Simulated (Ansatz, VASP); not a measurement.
## PtSe: VASP beside Ansatz

Contents of POSCAR:

```
PtSe
1.0
    0.0000000000      3.0374472300      3.0374472300
    3.0374472300      0.0000000000      3.0374472300
    3.0374472300      3.0374472300      0.0000000000
Pt Se
1 1
Direct
    0.0000000000      0.0000000000      0.0000000000
    0.2500000000      0.2500000000      0.2500000000
```

File INCAR.step1:

```
SYSTEM = PtSe
ALGO = Normal ; EDIFF = 1E-4
ENCUT = 600 ; GGA = PE
ISMEAR = -1 ; LASPH = .True.
LCHARG = .False. ; LREAL = .False.
LWAVE = .True. ; NELM = 80
PREC = Accurate ; SIGMA = 0.05
```

Contents of INCAR.step2:

```
SYSTEM = PtSe
ALGO = Normal ; EDIFF = 1E-6
EDIFFG = -0.01 ; ENCUT = 600
IBRION = 2 ; ISIF = 3
ISMEAR = -1 ; ISTART = 1
IVDW = 13 ; LASPH = .True.
LCHARG = .False. ; LMIXTAU = .True.
LREAL = .False. ; LWAVE = .False.
METAGGA = R2SCAN ; NELM = 80
NSW = 60 ; PREC = Accurate
SIGMA = 0.05 ; VDW_A1 = 0.51559235
VDW_A2 = 5.77342911 ; VDW_S6 = 1.0
VDW_S8 = 0.6018749
```

Contents of KPOINTS:

```
k-points
0
Gamma
  8 8 8
  0 0 0
```

File input.yaml:

```yaml
crystal:
  lattice:
    - [0.0, 3.03744723, 3.03744723]
    - [3.03744723, 0.0, 3.03744723]
    - [3.03744723, 3.03744723, 0.0]
  atoms:
    - { symbol: Pt, position: [0.0, 0.0, 0.0] }
    - { symbol: Se, position: [0.25, 0.25, 0.25] }
hamiltonian:
  xc: r2scan
  pseudopotentials: { kind: paw }
  dispersion: d4
kpoints:
  mp_grid: { grid: [8, 8, 8] }
scf:
  occupations: { method: fermi_dirac, width: 0.05 }
output:
  forces: true
  stress: true
  eigenvalues: true
  write_density: true
  write_potential: true
  elf: true
  volumetric_format: npy
relax:
  f_tol: 0.01
  max_steps: 40
  cell: { stress_tol: 0.05 }
```

Alike in both runs: task relaxation of cell and atoms; functional r2SCAN; dispersion D4; k mesh 8 × 8 × 8; occupations fermi-dirac, width 0.05 eV; no spin polarisation.

|  | VASP | Ansatz |
| --- | --- | --- |
| version | VASP 6.6.1 | Ansatz 0.2.0 |
| potentials or method | VASP PAW PBE potentials, release 64 (Pt, Se) | Ansatz PAW |
| plane-wave cutoff (eV) | 600 | 500 |
| valence electrons in the cell | 16 | 34 |

Ansatz gave:

| Quantity | Value |
| --- | --- |
| gap on the k mesh at the Fermi level, each at its own relaxed structure (eV) | none |
| relaxed volume (Å³/atom) | 22.24 |
| relaxed cell length with the largest relative difference (Å) | 3.977 |

Question: What did VASP give for the same quantities?

Answer: gap on the k mesh at the Fermi level, each at its own relaxed structure (eV): none; relaxed volume (Å³/atom): 22.25; relaxed cell length with the largest relative difference (Å): 3.978.

VASP's potentials were made for PBE, not for r2SCAN. A gap of «none» marks a metal or a gap that the smearing closes. VASP's potentials hold 16 valence electrons a cell and Ansatz's 34, so a difference there can come from the potentials and not from the codes.

Neither program's run includes spin-orbit coupling. Noted on VASP's run: the volume moved by over 15 % at a fixed basis, so the end points are rough. Noted on Ansatz's run: the volume moved by over 15 % at a fixed basis, so the end points are rough; the plane-wave basis is chosen anew once the cell has moved, so the energies of steps on either side of that aren't comparable.
